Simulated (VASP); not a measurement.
Here is a VASP 6.6.1 calculation.

POSCAR

```
AlGa3N4
1.0
    4.7162968104      0.0000000000      0.0000000000
    0.0000000000      4.2143920940      0.0000000000
    0.0000000000      0.0000000000      4.4653444522
Al Ga N
1 3 4
Direct
    0.0000000000      0.0000000000      0.0000000000
    0.5000000000      0.5000000000      0.0000000000
    0.5000000000      0.0000000000      0.5000000000
    0.0000000000      0.5000000000      0.5000000000
    0.7553510553      0.7553510553      0.2446489447
    0.7553510553      0.2446489447      0.7553510553
    0.2446489447      0.7553510553      0.7553510553
    0.2446489447      0.2446489447      0.2446489447
```

INCAR.step1

```
SYSTEM = AlGa3N4
PREC = Accurate ; ENCUT = 520
ISMEAR = 0 ; SIGMA = 0.05
LREAL = .False. ; LASPH = .True.
NELM = 80 ; NBANDS = 41
GGA = PE ; ALGO = Normal
EDIFF = 1E-4 ; LWAVE = .True.
LCHARG = .False.
```

Contents of INCAR.step2:

```
SYSTEM = AlGa3N4
PREC = Accurate ; ENCUT = 520
EDIFF = 1E-7 ; ISMEAR = 0
SIGMA = 0.05 ; LREAL = .False.
LASPH = .True. ; NELM = 80
ALGO = Normal ; ISIF = 2
LWAVE = .False. ; LCHARG = .True.
METAGGA = R2SCAN ; LMIXTAU = .True.
LELF = .True. ; LVHAR = .True.
NBANDS = 41 ; ISTART = 1
```

KPOINTS

```
Automatic mesh
0
Gamma
  6 6 6
  0 0 0
```

Potentials or basis: VASP PAW PBE potentials, release 64 (Al, Ga_d, N).

Launch:

```sh
$ cat potpaw_PBE.64/Al/POTCAR potpaw_PBE.64/Ga_d/POTCAR potpaw_PBE.64/N/POTCAR > POTCAR
$ cp INCAR.step1 INCAR
$ mpirun -np 1 vasp_std > vasp.out
$ cp INCAR.step2 INCAR
$ mpirun -np 1 vasp_std > vasp.out
```

**Question.** Predict the band gap on the k mesh.

**Answer.** 2.57 eV.

**Question.** What does it give for the largest force?

**Answer.** 0.121 eV/Å.

Stress tensor (GPa, compression positive):
```
-8.05  0.00  0.00
 0.00  7.35  0.00
 0.00  0.00  2.63
```

Caveat: the cell differs from its parent crystal (strain +0.0562 x Voigt [1, -1, 0, 0, 0, 0]); the stress differs along the axes, from -8 to 7 GPa; the PAW data sets were made with another functional, which shifts forces and pressure a little.
